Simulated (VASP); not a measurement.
TiGePd3:

```xyz
5
Lattice="4.4002 0.0000 0.0000 0.0000 4.4002 0.0000 0.0000 0.0000 4.4002" Properties=species:S:1:pos:R:3 pbc="T T T"
Ti    0.0000    0.0000    0.0000
Ge    2.2001    2.2001    2.2001
Pd    2.2001    0.0000    0.0000
Pd    0.0000    2.2001    0.0000
Pd    0.0000    0.0000    2.2001
```

The cell was built from a structure type or drawn by symmetry, and may not be a known phase.

- Program: VASP 6.6.1
- Task: relaxation of cell and atoms
- Functional: PBE
- Potentials or basis: VASP PAW PBE potentials, release 64 (Ti_sv, Ge_d, Pd)
- Cutoff: 600 eV
- k mesh: 4 × 4 × 4
- Occupations: gaussian, width 0.1 eV
- Spin: no spin polarisation

At the start: pressure 24.0 GPa; volume 17.04 Å³/atom.

Where does the relaxation end?

Over 4 steps the energy falls by 230.6 meV/atom and the volume is 20.67 Å³/atom (+21.3 %); space group Pm-3m (No. 221, to 0.1 Å) before and after.

Step by step:
| step | energy change (eV) | largest force (eV/Å) | pressure (GPa) | volume (Å³) |
| --- | --- | --- | --- | --- |
| 1 | 0.0000 | 0.0000 | 23.97 | 85.20 |
| 2 | -0.5299 | 0.0000 | -11.36 | 120.65 |
| 3 | -1.1525 | 0.0000 | -0.38 | 103.77 |
| 4 | -1.1531 | 0.0000 | -0.08 | 103.37 |

Final structure:
```
Ti Ge Pd
1.0
     4.69319    0.00000    0.00000
     0.00000    4.69319    0.00000
     0.00000    0.00000    4.69319
Ti Ge Pd
1 1 3
Cartesian
  0.0000 0.0000 0.0000
  2.3466 2.3466 2.3466
  2.3466 0.0000 0.0000
  0.0000 2.3466 0.0000
  0.0000 0.0000 2.3466
```

Caveat: the volume moved by over 15 % at a fixed basis, so the end points are rough.
